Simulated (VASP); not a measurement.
# Cr (Im-3m) in VASP: single point with PBE

Aim: the single point of Cr with PBE.

Everything below comes from runs of VASP 6.6.1. Logs are shortened: lines on timing, memory, paths and dates and some standing lists are left out, and cuts for length are marked.

## Step 1: The cell of the first run

The structure is cubic, space group Im-3m (No. 229). Conventional cell: a = 2.969 Å, b = 2.969 Å, c = 2.969 Å, α = 90.00°, β = 90.00°, γ = 90.00°. Within 3.4 Å of Cr (site symmetry m-3m) lie 14 Cr at 2.57 to 2.97 Å.

## Step 2: Single point, PBE

INCAR reads:

```
SYSTEM = Cr
PREC     = Accurate       ! precision mode
ENCUT    = 520            ! plane-wave cutoff, eV
EDIFF    = 1E-6           ! SCF threshold, eV
ISMEAR   = -1             ! smearing method
SIGMA    = 0.05           ! smearing width, eV
LREAL    = .FALSE.        ! projectors in reciprocal space
LASPH    = .TRUE.         ! aspherical terms in the spheres
NELM     = 80             ! most SCF steps
ALGO     = Normal         ! electronic algorithm
ISIF     = 2              ! what is computed and relaxed
LWAVE    = .FALSE.        ! write WAVECAR
LCHARG   = .TRUE.         ! write CHGCAR
GGA      = PE             ! functional
LELF     = .TRUE.         ! ELF
LVHAR    = .TRUE.       
NBANDS   = 32             ! bands
```

KPOINTS reads:

```
regular mesh
0
G
  10 10 5
  0 0 0
```

POSCAR reads:

```
Cr
1.0
    2.9688993551      0.0000000000      0.0000000000
    0.0000000000      2.9688993551      0.0000000000
    0.0000000000      0.0000000000      5.9377987102
Cr
4
Direct
    0.0000000000      0.0000000000      0.0000000000
    0.0000000000      0.0000000000      0.5000000000
    0.5000000000      0.5000000000      0.2500000000
    0.5000000000      0.5000000000      0.7500000000
```

Potentials or basis: VASP PAW PBE potentials, release 64 (Cr_pv).

The run is started by

```bash
cat potpaw_PBE.64/Cr_pv/POTCAR > POTCAR
mpirun -np 1 vasp_std > vasp.out
```

OUTCAR:

```text
SYSTEM = Cr
   PREC = Accurate
   ENCUT = 520
   EDIFF = 1E-6
   ISMEAR = -1
   LREAL = .FALSE.
   LASPH = .TRUE.
   NELM = 80
   ISIF = 2
   GGA = PE

 ion  position               nearest neighbor table
   1  0.000  0.000  0.000-   3 2.57   4 2.57   3 2.57   4 2.57   3 2.57   4 2.57   3 2.57   4 2.57
                             2 2.97   2 2.97
   2  0.000  0.000  0.500-   3 2.57   4 2.57   3 2.57   4 2.57   3 2.57   4 2.57   3 2.57   4 2.57
                             1 2.97   1 2.97
   3  0.500  0.500  0.250-   1 2.57   2 2.57   1 2.57   2 2.57   1 2.57   2 2.57   1 2.57   2 2.57
                             4 2.97   4 2.97
   4  0.500  0.500  0.750-   1 2.57   2 2.57   1 2.57   2 2.57   1 2.57   2 2.57   1 2.57   2 2.57
                             3 2.97   3 2.97

  LATTYP: Found a simple tetragonal cell.
 ALAT       =     2.9688993551
 C/A-ratio  =     2.0000000000

  Lattice vectors:

 A1 = (   2.9688993551,   0.0000000000,   0.0000000000)
 A2 = (   0.0000000000,   2.9688993551,   0.0000000000)
 A3 = (   0.0000000000,   0.0000000000,   5.9377987102)

Analysis of symmetry for initial positions (statically):
=====================================================================
 Subroutine PRICEL returns following result:

  LATTYP: Found a body centered cubic cell.
 ALAT       =     2.9688993551

  Lattice vectors:

 A1 = (   1.4844496776,   1.4844496776,  -1.4844496775)
 A2 = (  -1.4844496776,   1.4844496775,   1.4844496775)
 A3 = (   1.4844496776,  -1.4844496775,   1.4844496776)

   4 primitive cells build up your supercell.

 Routine SETGRP: Setting up the symmetry group for a
 simple tetragonal supercell.

 Subroutine GETGRP returns: Found 16 space group operations
 (whereof 16 operations were pure point group operations)
 out of a pool of 16 trial point group operations.

The static configuration has the point symmetry D_4h.

Analysis of symmetry for dynamics (positions and initial velocities):
=====================================================================
 Subroutine PRICEL returns following result:

  LATTYP: Found a body centered cubic cell.
 ALAT       =     2.9688993551

  Lattice vectors:

 A1 = (   1.4844496776,   1.4844496776,  -1.4844496775)
 A2 = (  -1.4844496776,   1.4844496775,   1.4844496775)
 A3 = (   1.4844496776,  -1.4844496775,   1.4844496776)

   4 primitive cells build up your supercell.

 Routine SETGRP: Setting up the symmetry group for a
 simple tetragonal supercell.

 Subroutine GETGRP returns: Found 16 space group operations
 (whereof 16 operations were pure point group operations)
 out of a pool of 16 trial point group operations.

The dynamic configuration has the point symmetry D_4h.

 Subroutine INISYM returns: Found 16 space group operations
 (whereof 16 operations are pure point group operations),
 and found     4 'primitive' translations

----------------------------------------------------------------------------------------

                                     Primitive cell

  volume of cell :      13.0845

  direct lattice vectors                    reciprocal lattice vectors
     1.484449678  1.484449678 -1.484449678     0.336825160  0.336825160  0.000000000
    -1.484449678  1.484449678  1.484449678    -0.000000000  0.336825160  0.336825160
     1.484449678 -1.484449678  1.484449678     0.336825160  0.000000000  0.336825160

  length of vectors
     2.571142263  2.571142263  2.571142263     0.476342709  0.476342709  0.476342709

  position of ions in fractional coordinates (direct lattice)
     0.000000000  0.000000000  0.000000000

  ion indices of the primitive-cell ions
   primitive index   ion index
                 1           1

----------------------------------------------------------------------------------------

 KPOINTS: regular mesh

Automatic generation of k-mesh.
 Grid dimensions read from file:
 generate k-points for:   10   10    5

 Generating k-lattice:

  Cartesian coordinates                     Fractional coordinates (reciprocal lattice)
     0.033682516  0.000000000  0.000000000     0.100000000  0.000000000  0.000000000
     0.000000000  0.033682516  0.000000000     0.000000000  0.100000000  0.000000000
     0.000000000  0.000000000  0.033682516     0.000000000  0.000000000  0.200000000

  Length of vectors
     0.033682516  0.033682516  0.033682516

  Shift w.r.t. Gamma in fractional coordinates (k-lattice)
     0.000000000  0.000000000  0.000000000

 Subroutine IBZKPT returns following result:
 ===========================================

 Found     63 irreducible k-points:

 Following reciprocal coordinates:
            Coordinates               Weight
  0.000000  0.000000  0.000000      1.000000
  0.100000  0.000000  0.000000      4.000000
  0.200000  0.000000  0.000000      4.000000
  0.300000  0.000000  0.000000      4.000000
  0.400000  0.000000  0.000000      4.000000
  0.500000  0.000000  0.000000      2.000000
[... 16 lines left out ...]
  0.100000  0.000000  0.200000      8.000000
  0.200000  0.000000  0.200000      8.000000
 [... further k-points ...]
   k-points           NKPTS =     63   k-points in BZ     NKDIM =     63   number of bands    NBANDS=     32
   number of dos      NEDOS =    301   number of ions     NIONS =      4
   total plane-waves  NPLWV =  27648
   dimension x,y,z NGX =    24 NGY =   24 NGZ =   48
   dimension x,y,z NGXF=    48 NGYF=   48 NGZF=   96
   ions per type =               4
   NGX,Y,Z   is equivalent  to a cutoff of  13.44, 13.44, 13.44 a.u.
   NGXF,Y,Z  is equivalent  to a cutoff of  26.88, 26.88, 26.88 a.u.
 SYSTEM =  Cr
   PREC   = accura    normal or accurate (medium, high low for compatibility)
   ISTART =      0    job   : 0-new  1-cont  2-samecut
   ICHARG =      2    charge: 1-file 2-atom 10-const
   ISPIN  =      1    spin polarized calculation?
   LNONCOLLINEAR =      F non collinear calculations
   LSORBIT =      F    spin-orbit coupling
   LASPH  =      T    aspherical Exc in radial PAW
   ENCUT  =  520.0 eV  38.22 Ry    6.18 a.u.   5.52  5.52 11.04*2*pi/ulx,y,z
   NELM   =     80;   NELMIN=  2; NELMDL= -5     # of ELM steps
   EDIFF  = 0.1E-05   stopping-criterion for ELM
   LREAL  =      F    real-space projection
   EDIFFG = 0.1E-04   stopping-criterion for IOM
   NSW    =      0    number of steps for IOM
   IBRION =     -1    ionic relax: 0-MD 1-quasi-New 2-CG
   NFREE  =      0    steps in history (QN), initial steepest desc. (CG)
   ISIF   =      2    stress and relaxation
   ISYM   =      2    0-nonsym 1-usesym 2-fastsym
   POTIM  = 0.5000    time-step for ionic-motion
   TEBEG  =    0.0;   TEEND  =   0.0 temperature during run
   PSTRESS=    0.0 pullay stress
   NELECT =      48.0000    total number of electrons
   NUPDOWN=      -1.0000    fix difference up-down
   EMIN   =  10.00;   EMAX   =-10.00  energy-range for DOS
   EFERMI =   0.00;   METHOD = LEGACY
   ISMEAR =    -1;   SIGMA  =   0.05  broadening in eV -4-tet -1-fermi 0-gaus
   EFERMI_NEDOS =   21; number of points for ismear=-14 and -15
   IALGO  =     38    algorithm
   IMIX   =      4    mixing-type and parameters
     AMIX     =   0.40;   BMIX     =  1.00
     AMIX_MAG =   1.60;   BMIX_MAG =  1.00
  volume/ion in A,a.u.               =      13.08        88.30
  Fermi-wavevector in a.u.,A,eV,Ry     =   1.590559  3.005721 34.421077  2.529878
  Thomas-Fermi vector in A             =   2.689235
   LORBIT       =      0    0 simple, 1 ext, 2 COOP (PROOUT), +10 PAW based schemes
   GGA     = PE    functional components
   LHFCALC =     F    Hartree Fock is set to
   AEXX    =    0.0000 exact exchange contribution
   IVDW    =     0    specifies the selected vdW correction
   LEPSILON=     F    determine dielectric tensor
   LRPA    =     F    only Hartree local field effects (RPA)
 non-spin polarized calculation
  energy-cutoff  :      520.00
  volume of cell :       52.34
 maximum number of plane-waves:      1447
 NGX is ok and might be reduce to    24
   NGX = 11   NGY = 11   NGZ = 23

 number of electron      48.0000032 magnetization

 Free energy of the ion-electron system (eV)
  ---------------------------------------------------
  ext. energy  EPLUGINS =         0.00000000
  ---------------------------------------------------
  free energy    TOTEN  =       -37.53422180 eV

  energy without entropy =      -37.50877198  energy(sigma->0) =      -37.52149689

 E-fermi :   9.2766     XC(G=0): -12.9665

 val. band max:        9.2740956147   @ k =   0.1000   0.1000   0.4000
 cond. band min:       9.2957229488   @ k =   0.1000   0.1000   0.2000
 fundamental gap:      0.0216273341
 Fermi energy:         9.2766268198

 k-point     1 :       0.0000    0.0000    0.0000
  band No.  band energies     occupation
      1     -34.0253      2.00000
      2     -34.0253      2.00000
      3     -34.0253      2.00000
      4     -33.9186      2.00000
      5     -33.9186      2.00000
      6     -33.8044      2.00000
[... 24 lines left out ...]
     31      11.3234      0.00000
     32      11.3669      0.00000

 k-point     2 :       0.1000    0.0000    0.0000
  band No.  band energies     occupation
      1     -34.0249      2.00000
      2     -34.0142      2.00000
      3     -34.0142      2.00000
      4     -33.9733      2.00000
      5     -33.9733      2.00000
      6     -33.8034      2.00000
[... 24 lines left out ...]
     31      11.0924      0.00000
     32      11.0926      0.00000

 k-point     3 :       0.2000    0.0000    0.0000
  band No.  band energies     occupation
      1     -34.0595      2.00000
      2     -34.0595      2.00000
      3     -34.0210      2.00000
      4     -33.9821      2.00000
      5     -33.9821      2.00000
      6     -33.8010      2.00000
[... 24 lines left out ...]
     31      10.7652      0.00000
     32      10.7652      0.00000

 k-point     4 :       0.3000    0.0000    0.0000
  band No.  band energies     occupation
      1     -34.1368      2.00000
      2     -34.1368      2.00000
      3     -34.0067      2.00000
      4     -33.9327      2.00000
      5     -33.9327      2.00000
      6     -33.7980      2.00000
[... 654 lines left out ...]
     31      10.8970      0.00000
     32      11.0924      0.00000

 k-point    23 :       0.1000    0.0000    0.2000
  band No.  band energies     occupation
      1     -34.0429      2.00000
      2     -34.0238      2.00000
      3     -34.0036      2.00000
      4     -33.9856      2.00000
      5     -33.9001      2.00000
      6     -33.8671      2.00000
[... 24 lines left out ...]
     31      10.7251      0.00000
     32      10.8655      0.00000

 k-point    24 :       0.2000    0.0000    0.2000
  band No.  band energies     occupation
      1     -34.0976      2.00000
      2     -34.0540      2.00000
      3     -33.9933      2.00000
      4     -33.9729      2.00000
      5     -33.9412      2.00000
      6     -33.8554      2.00000
[... 24 lines left out ...]
     31      10.3829      0.00000
     32      10.7711      0.00000

 [... further k-points ...]

------------------------ aborting loop because EDIFF is reached ----------------------------------------

  FORCE on cell =-STRESS in cart. coord.  units (eV):
  Direction    XX          YY          ZZ          XY          YZ          ZX
  --------------------------------------------------------------------------------------
  -------------------------------------------------------------------------------------
  Total       -8.1387965     -8.1387965     -8.1389773      0.0000000      0.0000000      0.0000000
  in kB     -249.1462480   -249.1462480   -249.1517812      0.0000000      0.0000000      0.0000000
  external PRESSURE =    -249.1480924 kB  Pullay stress =       0.0000000 kB

 VOLUME and BASIS-vectors are now :
 -----------------------------------------------------------------------------
  energy-cutoff  :      520.00
  volume of cell :       52.34
      direct lattice vectors                 reciprocal lattice vectors
     2.968899355  0.000000000  0.000000000     0.336825160  0.000000000  0.000000000
     0.000000000  2.968899355  0.000000000     0.000000000  0.336825160  0.000000000
     0.000000000  0.000000000  5.937798710     0.000000000  0.000000000  0.168412580

 POSITION                                       TOTAL-FORCE (eV/Angst)
 -----------------------------------------------------------------------------------
      0.00000      0.00000      0.00000        -0.000000     -0.000000      0.000000
      0.00000      0.00000      2.96890         0.000000      0.000000      0.000000
      1.48445      1.48445      1.48445        -0.000000      0.000000     -0.000000
      1.48445      1.48445      4.45335        -0.000000     -0.000000      0.000000
 -----------------------------------------------------------------------------------
    total drift:                                0.000000     -0.000000     -0.000000

  FREE ENERGIE OF THE ION-ELECTRON SYSTEM (eV)
  ---------------------------------------------------
  free  energy   TOTEN  =       -37.5342218008 eV

  energy  without entropy=      -37.5087719780  energy(sigma->0) =      -37.52149689
```

It took 66 s on 1 thread of Intel Xeon Platinum 8488C (Sapphire Rapids), shared host; peak memory 0.21 GiB.

What came out:

```
Free energy            : -37.5342 eV
Pressure               : -24.9 GPa
Band gap on the k mesh : zero (band 24 reaches 10.15 eV, above the bottom of band 25 at 8.94 eV)
```

Caveat: the run has no spin polarisation, though such a crystal can be magnetic.
